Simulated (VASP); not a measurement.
Runs of VASP 6.6.1 on W. The structure is that of space group Im-3m (No. 229), or close to it. The cells are those of the table. 

```tsv
task	spin	cell	k mesh	cutoff (eV)	gap on the mesh (eV)	pressure (GPa)
single point	off	a = 3.184, b = 5.279, c = 2.757 Å, angles 150.5, 54.7, 107.5°, 1 atom	11 × 7 × 33	520	none	0.5
relaxation of cell and atoms	off	relaxed from a = 2.741 Å, angles 109.5°, 1 atom	18 × 18 × 18	600	none	0.0
single point	off	a = 2.741 Å, angles 109.5°, 1 atom	8 × 8 × 8	520	none	(a)
single point	off	a = 2.757 Å, angles 109.5°, 1 atom	18 × 18 × 18	520	none	0.5
single point	non-collinear, zero start, SOC	a = 2.757 Å, angles 109.5°, 1 atom	18 × 18 × 18	520	-	1.5
```

Alike in all rows: level PBE; potentials or basis VASP PAW PBE potentials, release 64 (W_sv); smearing gaussian 0.1 eV.

Task: Fill in the values left out.

Result: (a) 6.6.

Caveats: some runs use coarse meshes; spin-orbit coupling is left out, which moves the levels of the heavy elements (some runs).

A k mesh can miss the band edges, and rows without SOC leave out spin-orbit coupling on W.

A gap of «none» marks levels without a gap at the run's occupations.
